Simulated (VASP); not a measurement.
# CsH (I4/mmm) in VASP: a series of runs

Runs on CsH. Level: r2SCAN. Tasks: single point.

All numbers are computed with VASP 6.6.1; they aren't measurements. Logs are shortened: lines on timing, memory, paths and dates and some standing lists are left out, and cuts for length are marked.

### Step 1. The cell of the first run

Symmetry: I4/mmm, No. 139, tetragonal system. The conventional cell has a = 4.148 Å, b = 4.148 Å, c = 6.376 Å, α = 90.00°, β = 90.00°, γ = 90.00°. Cs (site symmetry 4/mmm) has 6 H at 2.93 to 3.19 Å within 3.9 Å. H (site symmetry 4/mmm) has 6 Cs at 2.93 to 3.19 Å within 3.9 Å.

### Step 2. Single point, r2SCAN (strain -0.080 along x and y, +0.000 along z)

The input, POSCAR:

```
CsH
1.0
    0.0000000000      2.9329600000      3.1880000000
    2.9329600000      0.0000000000      3.1880000000
    2.9329600000      2.9329600000      0.0000000000
Cs H
1 1
Direct
    0.0000000000      0.0000000000      0.0000000000
    0.5000000000      0.5000000000      0.5000000000
```

The input, INCAR.step1:

```
PREC = Accurate
ENCUT = 520
ISMEAR = 0
SIGMA = 0.05
LREAL = F
LASPH = T
NELM = 60
NBANDS = 12
GGA = PE
ALGO = Normal
EDIFF = 1E-4
LWAVE = T
LCHARG = F
```

The input, INCAR.step2:

```
PREC = Accurate
ENCUT = 520
EDIFF = 1E-6
ISMEAR = 0
SIGMA = 0.05
LREAL = F
LASPH = T
NELM = 60
ALGO = Normal
ISIF = 2
LWAVE = F
LCHARG = F
METAGGA = R2SCAN
LMIXTAU = T
NBANDS = 12
ISTART = 1
```

The input, KPOINTS:

```
regular mesh
0
Gamma
  6 6 6
```

Potentials or basis: VASP PAW PBE potentials, release 64 (Cs_sv, H).

Started as:

```
$ cat potpaw_PBE.64/Cs_sv/POTCAR potpaw_PBE.64/H/POTCAR > POTCAR
$ cp INCAR.step1 INCAR
$ mpirun -np 1 vasp_std > vasp.out
$ cp INCAR.step2 INCAR
$ mpirun -np 1 vasp_std > vasp.out
```

OUTCAR:

```text
PREC = Accurate
   ENCUT = 520
   EDIFF = 1E-6
   ISMEAR = 0
   LREAL = F
   LASPH = T
   NELM = 60
   ISIF = 2
   METAGGA = R2SCAN
   ISTART = 1

 ion  position               nearest neighbor table
   1  0.000  0.000  0.000-
   2  0.500  0.500  0.500-

  LATTYP: Found a body centered tetragonal cell.
 ALAT       =     4.1478318099
 C/A-ratio  =     1.5371886548

  Lattice vectors:

 A1 = (  -2.9329600000,   0.0000000000,   3.1880000000)
 A2 = (   2.9329600000,   0.0000000000,   3.1880000000)
 A3 = (   0.0000000000,   2.9329600000,  -3.1880000000)

Analysis of symmetry for initial positions (statically):
=====================================================================
 Subroutine PRICEL returns:
 Original cell was already a primitive cell.

 Routine SETGRP: Setting up the symmetry group for a
 body centered tetragonal supercell.

 Subroutine GETGRP returns: Found 16 space group operations
 (whereof 16 operations were pure point group operations)
 out of a pool of 16 trial point group operations.

The static configuration has the point symmetry D_4h.

Analysis of symmetry for dynamics (positions and initial velocities):
=====================================================================
 Subroutine PRICEL returns:
 Original cell was already a primitive cell.

 Routine SETGRP: Setting up the symmetry group for a
 body centered tetragonal supercell.

 Subroutine GETGRP returns: Found 16 space group operations
 (whereof 16 operations were pure point group operations)
 out of a pool of 16 trial point group operations.

The dynamic configuration has the point symmetry D_4h.

 Subroutine INISYM returns: Found 16 space group operations
 (whereof 16 operations are pure point group operations),
 and found     1 'primitive' translations

----------------------------------------------------------------------------------------

                                     Primitive cell

  volume of cell :      54.8480

  direct lattice vectors                    reciprocal lattice vectors
     0.000000000  2.932960000  3.188000000    -0.170476242  0.170476242  0.156838143
     2.932960000  0.000000000  3.188000000     0.170476242 -0.170476242  0.156838143
     2.932960000  2.932960000  0.000000000     0.170476242  0.170476242 -0.156838143

  length of vectors
     4.331927788  4.331927788  4.147831810     0.287615197  0.287615197  0.287615197

[... 87 lines left out ...]
   ISYM   =      2    0-nonsym 1-usesym 2-fastsym
   POTIM  = 0.5000    time-step for ionic-motion
   TEBEG  =    0.0;   TEEND  =   0.0 temperature during run
   PSTRESS=    0.0 pullay stress
   NELECT =      10.0000    total number of electrons
   NUPDOWN=      -1.0000    fix difference up-down
   EMIN   =  10.00;   EMAX   =-10.00  energy-range for DOS
   EFERMI =   0.00;   METHOD = LEGACY
   ISMEAR =     0;   SIGMA  =   0.05  broadening in eV -4-tet -1-fermi 0-gaus
   EFERMI_NEDOS =   21; number of points for ismear=-14 and -15
   IALGO  =     38    algorithm
   IMIX   =      4    mixing-type and parameters
     AMIX     =   0.40;   BMIX     =  1.00
     AMIX_MAG =   1.60;   BMIX_MAG =  1.00
  volume/ion in A,a.u.               =      27.42       185.07
  Fermi-wavevector in a.u.,A,eV,Ry     =   0.928299  1.754231 11.724676  0.861739
  Thomas-Fermi vector in A             =   2.054461
   LORBIT       =      0    0 simple, 1 ext, 2 COOP (PROOUT), +10 PAW based schemes
   METAGGA = R2SCAN    functional components
   LHFCALC =     F    Hartree Fock is set to
   AEXX    =    0.0000 exact exchange contribution
   IVDW    =     0    specifies the selected vdW correction
   LEPSILON=     F    determine dielectric tensor
   LRPA    =     F    only Hartree local field effects (RPA)
 non-spin polarized calculation
 Gauss-broadening in eV      SIGMA  =   0.05
  energy-cutoff  :      520.00
  volume of cell :       54.85
 maximum number of plane-waves:      1504
   NGX = 17   NGY = 17   NGZ = 15

 number of electron      10.0000002 magnetization

 Free energy of the ion-electron system (eV)
  ---------------------------------------------------
  ext. energy  EPLUGINS =         0.00000000
  ---------------------------------------------------
  free energy    TOTEN  =       -28.88894221 eV

  energy without entropy =      -28.88894221  energy(sigma->0) =      -28.88894221

 E-fermi :   1.0665     XC(G=0):  -8.2405

 val. band max:        0.8306883597   @ k =   0.5000   0.0000   0.0000
 cond. band min:       3.1955881348   @ k =   0.5000   0.0000   0.0000
 fundamental gap:      2.3648997751
 Fermi energy:         1.0665058921

 k-point     1 :       0.0000    0.0000    0.0000
  band No.  band energies     occupation
      1     -21.4325      2.00000
      2      -7.3780      2.00000
      3      -7.2519      2.00000
      4      -7.2519      2.00000
      5      -1.2187      2.00000
      6       6.1319      0.00000
      7       6.6026      0.00000
      8       6.6026      0.00000
      9       6.9656      0.00000
     10       8.9535      0.00000
     11       9.2203      0.00000
     12      10.2401      0.00000
[... 331 lines left out ...]
 k-point    24 :       0.5000    0.0000    0.3333
  band No.  band energies     occupation
      1     -21.2222      2.00000
      2      -8.3152      2.00000
      3      -7.8549      2.00000
      4      -7.7117      2.00000
      5      -0.5422      2.00000
      6       4.1922      0.00000
      7       6.6235      0.00000
      8       7.9308      0.00000
      9       8.9799      0.00000
     10      10.2578      0.00000
     11      11.0337      0.00000
     12      11.8868      0.00000

 [... further k-points ...]

------------------------ aborting loop because EDIFF is reached ----------------------------------------

  FORCE on cell =-STRESS in cart. coord.  units (eV):
  Direction    XX          YY          ZZ          XY          YZ          ZX
  --------------------------------------------------------------------------------------
  -------------------------------------------------------------------------------------
  Total        1.2666710      1.2666710      0.1266046      0.0000000      0.0000000      0.0000000
  in kB       37.0010299     37.0010299      3.6982772      0.0000000      0.0000000      0.0000000
  external PRESSURE =      25.9001123 kB  Pullay stress =       0.0000000 kB

 VOLUME and BASIS-vectors are now :
 -----------------------------------------------------------------------------
  energy-cutoff  :      520.00
  volume of cell :       54.85
      direct lattice vectors                 reciprocal lattice vectors
     0.000000000  2.932960000  3.188000000    -0.170476242  0.170476242  0.156838143
     2.932960000  0.000000000  3.188000000     0.170476242 -0.170476242  0.156838143
     2.932960000  2.932960000  0.000000000     0.170476242  0.170476242 -0.156838143

 POSITION                                       TOTAL-FORCE (eV/Angst)
 -----------------------------------------------------------------------------------
      0.00000      0.00000      0.00000         0.000000      0.000000      0.000000
      2.93296      2.93296      3.18800        -0.000000     -0.000000      0.000000
 -----------------------------------------------------------------------------------
    total drift:                                0.000000     -0.000000     -0.000000

  FREE ENERGIE OF THE ION-ELECTRON SYSTEM (eV)
  ---------------------------------------------------
  free  energy   TOTEN  =       -28.8889422073 eV

  energy  without entropy=      -28.8889422073  energy(sigma->0) =      -28.88894221
```

OUTCAR.step1:

```text
PREC = Accurate
   ENCUT = 520
   ISMEAR = 0
   LREAL = F
   LASPH = T
[... 581 lines left out ...]
 -----------------------------------------------------------------------------------
      0.00000      0.00000      0.00000        -0.000000      0.000000     -0.000000
      2.93296      2.93296      3.18800         0.000000     -0.000000      0.000000
 -----------------------------------------------------------------------------------
    total drift:                                0.000000     -0.000000     -0.000000

  FREE ENERGIE OF THE ION-ELECTRON SYSTEM (eV)
  ---------------------------------------------------
  free  energy   TOTEN  =        -4.4368136002 eV

  energy  without entropy=       -4.4368136002  energy(sigma->0) =       -4.43681360
```

OSZICAR.step1:

```text
N       E                     dE             d eps       ncg     rms          rms(c)
DAV:   1     0.431212820351E+02    0.43121E+02   -0.42435E+03   720   0.697E+02
DAV:   2    -0.215845474118E+01   -0.45280E+02   -0.43608E+02   904   0.116E+02
DAV:   3    -0.532459544462E+01   -0.31661E+01   -0.31601E+01   904   0.330E+01
DAV:   4    -0.534517486983E+01   -0.20579E-01   -0.20578E-01   832   0.305E+00
DAV:   5    -0.534524596701E+01   -0.71097E-04   -0.71097E-04   912   0.187E-01    0.397E+00
DAV:   6    -0.458280849259E+01    0.76244E+00   -0.55068E-01   816   0.335E+00    0.171E+00
DAV:   7    -0.441751019578E+01    0.16530E+00   -0.66874E-01   808   0.314E+00    0.659E-01
DAV:   8    -0.444395236333E+01   -0.26442E-01   -0.77852E-02   808   0.128E+00    0.380E-01
DAV:   9    -0.443654729057E+01    0.74051E-02   -0.15414E-02   804   0.587E-01    0.347E-02
DAV:  10    -0.443674860321E+01   -0.20131E-03   -0.20533E-03   804   0.194E-01    0.285E-02
DAV:  11    -0.443681360019E+01   -0.64997E-04   -0.24667E-04   800   0.757E-02
   1 F= -.44368136E+01 E0= -.44368136E+01  d E =-.834994E-12
```

Wall time 43 s (1 thread of AMD EPYC 9R45 (Zen 5), shared host); peak memory 0.16 GiB.

Results:

| Property | Result |
| --- | --- |
| Free energy | -28.8889 eV |
| Pressure | 2.6 GPa |
| Band gap on the k mesh | 2.36 eV, direct |

Stress tensor (GPa, compression positive):
```
3.70 0.00 0.00
0.00 3.70 0.00
0.00 0.00 0.37
```

Caveat: the cell differs from its parent crystal (strain -0.080 along x and y, +0.000 along z); the PAW data sets were made with another functional, which shifts forces and pressure a little; spin-orbit coupling is left out, which moves the levels of the heavy elements. A k mesh can miss the band edges.

### Step 3. Single point, r2SCAN (strain +0.000 along x and y, -0.080 along z)

The input, POSCAR:

```
CsH
1.0
    0.0000000000      3.1880000000      2.9329600000
    3.1880000000      0.0000000000      2.9329600000
    3.1880000000      3.1880000000      0.0000000000
Cs H
1 1
Direct
    0.0000000000      0.0000000000      0.0000000000
    0.5000000000      0.5000000000      0.5000000000
```

The input, INCAR.step1:

```
PREC = Accurate ; ENCUT = 520
ISMEAR = 0 ; SIGMA = 0.05
LREAL = False ; LASPH = True
NELM = 100 ; NBANDS = 12
GGA = PE ; ALGO = Normal
EDIFF = 1E-4 ; LWAVE = True
LCHARG = False
```

The input, INCAR.step2:

```
PREC = Accurate ; ENCUT = 520
EDIFF = 1E-6 ; ISMEAR = 0
SIGMA = 0.05 ; LREAL = False
LASPH = True ; NELM = 100
ALGO = Normal ; ISIF = 2
LWAVE = False ; LCHARG = False
METAGGA = R2SCAN ; LMIXTAU = True
NBANDS = 12 ; ISTART = 1
```

The input, KPOINTS:

```
Automatic mesh
0
Gamma
  6 6 6
```

Potentials or basis: VASP PAW PBE potentials, release 64 (Cs_sv, H).

Started as:

```
$ cat potpaw_PBE.64/Cs_sv/POTCAR potpaw_PBE.64/H/POTCAR > POTCAR
$ cp INCAR.step1 INCAR
$ mpirun -np 1 vasp_std > vasp.out
$ cp INCAR.step2 INCAR
$ mpirun -np 1 vasp_std > vasp.out
```

Run time: 55 s. Hardware: 1 thread of AMD EPYC 9R45 (Zen 5), shared host; peak memory 0.17 GiB.

Results (log left out):

```yaml
Free_energy: -28.9412 eV
Pressure: 1.2 GPa
Band_gap_on_the_k_mesh: 2.50 eV, direct
```

Stress tensor (GPa, compression positive):
```
0.23 0.00 0.00
0.00 0.23 0.00
0.00 0.00 3.28
```

Levels at points of the mesh, in eV from the valence-band top:
```
           k point  band 3  band 4  band 5  band 6  band 7  band 8
(0.00, 0.00, 0.00)   -8.18   -8.09   -1.86    5.53    5.53    5.93
(0.50, 0.00, 0.00)   -8.34   -8.19    0.00    2.50    4.85    5.54
(0.50, 0.50, 0.00)   -8.60   -8.60   -1.47    3.09    6.96    8.97
(0.50, 0.00, 0.50)   -8.45   -8.41   -1.45    3.41    6.13    8.43
```

Caveat: the cell differs from its parent crystal (strain +0.000 along x and y, -0.080 along z); the PAW data sets were made with another functional, which shifts forces and pressure a little; spin-orbit coupling is left out, which moves the levels of the heavy elements. A k mesh can miss the band edges.

### Step 4. Single point, r2SCAN (strain +0.000 along x and y, -0.040 along z)

The input, POSCAR:

```
CsH
1.0
    0.0000000000      3.1880000000      3.0604800000
    3.1880000000      0.0000000000      3.0604800000
    3.1880000000      3.1880000000      0.0000000000
Cs H
1 1
Direct
    0.0000000000      0.0000000000      0.0000000000
    0.5000000000      0.5000000000      0.5000000000
```

The input, INCAR.step1:

```
SYSTEM = CsH
PREC     = Accurate       ! precision mode
ENCUT    = 520            ! plane-wave cutoff, eV
ISMEAR   = 0              ! smearing method
SIGMA    = 0.05           ! smearing width, eV
LREAL    = .False.        ! projectors in reciprocal space
LASPH    = .True.         ! aspherical terms in the spheres
NELM     = 60             ! most SCF steps
NBANDS   = 12             ! bands
GGA      = PE             ! functional
ALGO     = Normal         ! electronic algorithm
EDIFF    = 1E-4           ! SCF threshold, eV
LWAVE    = .True.         ! write WAVECAR
LCHARG   = .False.        ! write CHGCAR
```

The input, INCAR.step2:

```
SYSTEM = CsH
PREC     = Accurate       ! precision mode
ENCUT    = 520            ! plane-wave cutoff, eV
EDIFF    = 1E-6           ! SCF threshold, eV
ISMEAR   = 0              ! smearing method
SIGMA    = 0.05           ! smearing width, eV
LREAL    = .False.        ! projectors in reciprocal space
LASPH    = .True.         ! aspherical terms in the spheres
NELM     = 60             ! most SCF steps
ALGO     = Normal         ! electronic algorithm
ISIF     = 2              ! what is computed and relaxed
LWAVE    = .False.        ! write WAVECAR
LCHARG   = .False.        ! write CHGCAR
METAGGA  = R2SCAN         ! meta-GGA
LMIXTAU  = .True.       
NBANDS   = 12             ! bands
ISTART   = 1
```

The input, KPOINTS:

```
Automatic mesh
0
Gamma
  6 6 6
  0 0 0
```

Started as:

```
$ cat potpaw_PBE.64/Cs_sv/POTCAR potpaw_PBE.64/H/POTCAR > POTCAR
$ cp INCAR.step1 INCAR
$ mpirun -np 1 vasp_std > vasp.out
$ cp INCAR.step2 INCAR
$ mpirun -np 1 vasp_std > vasp.out
```

Wall time 71 s (1 thread of AMD EPYC 9R45 (Zen 5), shared host); peak memory 0.19 GiB.

Results (log left out):

- Free energy: -28.9780 eV
- Pressure: 0.5 GPa
- Band gap on the k mesh: 2.60 eV, direct

Stress tensor (GPa, compression positive):
```
0.14 0.00 0.00
0.00 0.14 0.00
0.00 0.00 1.32
```

Levels at points of the mesh, in eV from the valence-band top:
```
           k point  band 2  band 3  band 4  band 5  band 6  band 7  band 8  band 9
(0.00, 0.00, 0.00)   -8.16   -8.16   -8.11   -1.74    5.62    5.62    5.81    6.36
(0.50, 0.00, 0.00)   -9.08   -8.28   -8.21    0.00    2.60    5.07    5.39    7.92
(0.50, 0.50, 0.00)   -8.90   -8.49   -8.49   -1.29    3.32    6.51    8.80    8.99
(0.50, 0.00, 0.50)   -8.95   -8.42   -8.41   -1.28    3.46    6.11    8.63    9.00
```

Caveat: the cell differs from its parent crystal (strain +0.000 along x and y, -0.040 along z); the PAW data sets were made with another functional, which shifts forces and pressure a little; spin-orbit coupling is left out, which moves the levels of the heavy elements. A k mesh can miss the band edges.

(Continued in part 2 of 2.)
